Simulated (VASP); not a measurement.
## RbBr: single point with LDA

Crystal: RbBr.

```xyz
2
Lattice="0.0000 3.7017 3.7017 3.7017 0.0000 3.7017 3.7017 3.7017 0.0000" Properties=species:S:1:pos:R:3 pbc="T T T"
Rb    0.0000    0.0000    0.0000
Br    3.7017    3.7017    3.7017
```

This cell differs from its parent crystal: strain +0.080 along x and y, +0.080 along z.

```
Program                : VASP 6.6.1
Task                   : single point
Functional             : LDA
Potentials or basis    : VASP PAW LDA potentials, release 64 (Rb_sv, Br)
Cutoff                 : 520 eV
k mesh                 : 6 × 6 × 6
Occupations            : gaussian, width 0.05 eV
Spin                   : no spin polarisation
Dipole correction      : no
Further INCAR settings : ALGO = Normal; EDIFF = 1e-06; NBANDS = 15
```

- Pressure: -2.6 GPa
- Band gap on the k mesh: 3.48 eV, direct

Levels at points of the mesh, in eV from the valence-band top:
```
           k point  band 5  band 6  band 7  band 8  band 9  band 10  band 11  band 12
(0.00, 0.00, 0.00)   -8.93    0.00    0.00    0.00    3.48     6.90     6.90     6.90
(0.50, 0.00, 0.00)   -8.92   -0.71   -0.21   -0.21    5.89     6.57     8.55     8.55
(0.50, 0.50, 0.00)   -8.96   -0.41   -0.14   -0.14    5.45     5.98     7.72     8.32
```

Run time: 12 s on 1 thread of Intel(R) Xeon(R) 6975P-C (Granite Rapids) (shared host), peak memory 0.19 GiB.

Caveat: the cell differs from its parent crystal (strain +0.080 along x and y, +0.080 along z).
